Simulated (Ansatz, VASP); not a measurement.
InSe: VASP beside Ansatz

File INCAR:

```
SYSTEM = InSe
ALGO     = Normal         ! electronic algorithm
EDIFF    = 1E-8           ! SCF threshold, eV
ENCUT    = 520            ! plane-wave cutoff, eV
GGA      = PE             ! functional
ISIF     = 2              ! what is computed and relaxed
ISMEAR   = -1             ! smearing method
LASPH    = .True.         ! aspherical terms in the spheres
LCHARG   = .False.        ! write CHGCAR
LEFG     = .True.       
LREAL    = .False.        ! projectors in reciprocal space
LWAVE    = .False.        ! write WAVECAR
NBANDS   = 27             ! bands
NELM     = 60             ! most SCF steps
PREC     = Accurate       ! precision mode
SIGMA    = 0.02           ! smearing width, eV
```

File KPOINTS:

```
k-points
0
Gamma
  7 7 6
  0 0 0
```

The input POSCAR:

```
InSe
1.0
    5.8482774374     -2.0481270390      0.0000000000
    5.8482774374      2.0481270390      0.0000000000
   -1.5940664399      0.0000000000      4.3091959091
In Se
2 2
Direct
    0.8840000000      0.8840000000      0.0050000000
    0.1160000000      0.1160000000      0.9950000000
    0.6600000000      0.6600000000      0.6420000000
    0.3400000000      0.3400000000      0.3580000000
```

Input for Ansatz:

```yaml
crystal:
  lattice:
    - [5.8482774374, -2.048127039, 0.0]
    - [5.8482774374, 2.048127039, 0.0]
    - [-1.5940664399, 0.0, 4.3091959091]
  atoms:
    - { symbol: In, position: [0.884, 0.884, 0.005] }
    - { symbol: In, position: [0.116, 0.116, 0.995] }
    - { symbol: Se, position: [0.66, 0.66, 0.642] }
    - { symbol: Se, position: [0.34, 0.34, 0.358] }
kpoints:
  mp_grid: { grid: [7, 7, 6] }
scf:
  occupations: { method: fermi_dirac, width: 0.02 }
hamiltonian:
  xc: pbe
  pseudopotentials: { kind: paw }
output:
  forces: true
  stress: true
  eigenvalues: true
  efg: { contact_densities: true }
  write_density: true
  write_potential: true
  elf: true
  volumetric_format: npy
```

Change from the starting cell: volume scaled by 0.99, PAW files.

Alike in both runs: task electric field gradients; functional PBE; k mesh 7 × 7 × 6; occupations fermi-dirac, width 0.02 eV; no spin polarisation.

|  | VASP | Ansatz |
| --- | --- | --- |
| version | VASP 6.6.1 | Ansatz 0.2.0 |
| potentials or method | VASP PAW PBE potentials, release 64 (In_d, Se) | PAW with Ansatz's default frozen-core files, scalar-relativistic |
| plane-wave cutoff (eV) | 520 | 420 |
| valence electrons in the cell | 38 | 58 |

VASP gave:

```
gap on the k mesh at the Fermi level (eV)                     : 0.97
pressure (GPa)                                                : 3.6
traceless stress, the component that is largest in VASP (GPa) : 2.60
rms of the force components (eV/Å)                            : 0.403
size of Vzz on the site where it differs most (V/Å²)          : 72.9
```

Q: Estimate Ansatz's values.

A: gap on the k mesh at the Fermi level (eV): 0.97; pressure (GPa): 3.6; traceless stress, the component that is largest in VASP (GPa): 2.60; rms of the force components (eV/Å): 0.402; size of Vzz on the site where it differs most (V/Å²): 75.9.

Atom by atom the forces differ by 0.007 eV/Å (rms over components). The functional is the same, so the differences come from potentials, cutoffs and numerics. VASP's potentials hold 38 valence electrons a cell and Ansatz's 58, so a difference there can come from the potentials and not from the codes.
